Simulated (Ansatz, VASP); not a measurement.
# One calculation of NaCl, two programs

INCAR

```
ALGO     = Normal         # electronic algorithm
EDIFF    = 1E-7           # SCF threshold, eV
ENCUT    = 520            # plane-wave cutoff, eV
GGA      = PS             # functional
ISIF     = 2              # what is computed and relaxed
ISMEAR   = 0              # smearing method
LASPH    = True           # aspherical terms in the spheres
LCHARG   = True           # write CHGCAR
LELF     = True           # ELF
LREAL    = False          # projectors in reciprocal space
LVHAR    = True         
LWAVE    = False          # write WAVECAR
NBANDS   = 14             # bands
NELM     = 80             # most SCF steps
PREC     = Accurate       # precision mode
SIGMA    = 0.05           # smearing width, eV
```

KPOINTS

```
k-points
0
Gamma
  8 8 8
```

Contents of POSCAR:

```
NaCl
1.0
    0.0000000000      2.8317500000      2.8317500000
    2.8317500000      0.0000000000      2.8317500000
    2.8317500000      2.8317500000      0.0000000000
Na Cl
1 1
Direct
    0.0000000000      0.0000000000      0.0000000000
    0.4063600096      0.5936399904      0.5000000000
```

Input for Ansatz:

```yaml
crystal:
  lattice:
    - [0.0, 2.83175, 2.83175]
    - [2.83175, 0.0, 2.83175]
    - [2.83175, 2.83175, 0.0]
  atoms:
    - { symbol: Na, position: [0.0, 0.0, 0.0] }
    - { symbol: Cl, position: [0.4063600096, 0.5936399904, 0.5] }
basis:
  ecutwfc: 420
kpoints:
  mp_grid: { grid: [8, 8, 8] }
hamiltonian:
  xc: pbesol
scf:
  occupations: { method: gaussian, width: 0.05 }
output:
  forces: true
  stress: true
  eigenvalues: true
```

Change from the starting cell: all Cl atoms moved +0.375 Å, as atom 2 along Cartesian [1 -1 0].

Alike in both runs: task single point; functional PBEsol; k mesh 8 × 8 × 8; occupations gaussian, width 0.05 eV; no spin polarisation.

```csv
,VASP,Ansatz
version,VASP 6.6.1,Ansatz 0.2.0
potentials or method,"VASP PAW PBE potentials, release 64 (Na_pv, Cl), cutoff 520 eV","scalar-relativistic, plane waves, PAW"
valence electrons in the cell,14,16
```

Ansatz gave:

| Quantity | Value |
| --- | --- |
| gap on the k mesh at the Fermi level (eV) | 4.91 |
| least direct gap on the mesh (eV) | 4.91 |
| pressure (GPa) | 0.7 |
| traceless stress, the component that is largest in VASP (GPa) | -1.68 |
| rms of the force components (eV/Å) | 0.301 |

Estimate VASP's values.

gap on the k mesh at the Fermi level (eV): 4.91; least direct gap on the mesh (eV): 4.91; pressure (GPa): 0.7; traceless stress, the component that is largest in VASP (GPa): -1.71; rms of the force components (eV/Å): 0.307.

VASP's potentials were made for PBE, not for PBEsol. Atom by atom the forces differ by 0.006 eV/Å (rms over components). VASP's potentials hold 14 valence electrons a cell and Ansatz's 16, so a difference there can come from the potentials and not from the codes.
